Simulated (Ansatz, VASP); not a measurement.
# Two plane-wave programs on Rb

Contents of POSCAR:

```
Rb
1.0
    5.1068702159      0.0000000000      0.0000000000
   -2.5534351079      4.4226793408      0.0000000000
    0.0000000000      0.0000000000      8.4478946793
Rb
2
Direct
    0.3333333333      0.6666666667      0.2500000000
    0.6666666667      0.3333333333      0.7500000000
```

The input INCAR.step1:

```
  ALGO = Normal
  EDIFF = 1E-4
  ENCUT = 520
  GGA = PE
  ISMEAR = -1
  LASPH = True
  LCHARG = False
  LREAL = False
  LWAVE = True
  NBANDS = 16
  NELM = 80
  PREC = Accurate
  SIGMA = 0.1
```

Contents of INCAR.step2:

```
  ALGO = Normal
  EDIFF = 1E-6
  ENCUT = 520
  ISIF = 2
  ISMEAR = -1
  ISTART = 1
  LASPH = True
  LCHARG = False
  LMIXTAU = True
  LREAL = False
  LWAVE = False
  METAGGA = R2SCAN
  NBANDS = 16
  NELM = 80
  PREC = Accurate
  SIGMA = 0.1
```

KPOINTS

```
k-points
0
Gamma
  8 8 5
```

Input for Ansatz:

```yaml
crystal:
  lattice:
    - [5.1068702159, 0.0, 0.0]
    - [-2.5534351079, 4.4226793408, 0.0]
    - [0.0, 0.0, 8.4478946793]
  atoms:
    - { symbol: Rb, position: [0.3333333333, 0.6666666667, 0.25] }
    - { symbol: Rb, position: [0.6666666667, 0.3333333333, 0.75] }
hamiltonian:
  xc: r2scan
  pseudopotentials:
    kind: paw
    azcp:
      Rb: "pseudopotentials/Rb.paw.azcp"
basis:
  ecutwfc: 500
  fft_grid_basis: typed
kpoints:
  mp_grid: { grid: [8, 8, 5], shift: [0, 0, 0] }
magnetization:
  spin_polarized: false
scf:
  occupations: { method: fermi_dirac, width: 0.1 }
  lower_state_search: "off"
output:
  stress: true
  write_density: true
  write_potential: true
  elf: true
  volumetric_format: npy
```

Alike in both runs: task single point; functional r2SCAN; k mesh 8 × 8 × 5; occupations fermi-dirac, width 0.1 eV; no spin polarisation.

|  | VASP | Ansatz |
| --- | --- | --- |
| version | VASP 6.6.1 | Ansatz 0.2.0 |
| potentials or method | VASP PAW PBE potentials, release 64 (Rb_sv), cutoff 520 eV | plane waves (500 eV) with PAW, scalar-relativistic |
| valence electrons in the cell | 18 | 18 |

|  | VASP | Ansatz | Ansatz less VASP |
| --- | --- | --- | --- |
| pressure (GPa) | 0.0 | 0.0 | -0.01 |

VASP's potentials were made for PBE, not for r2SCAN. With one functional, cell and mesh, what is left measures potentials, basis and numerics.
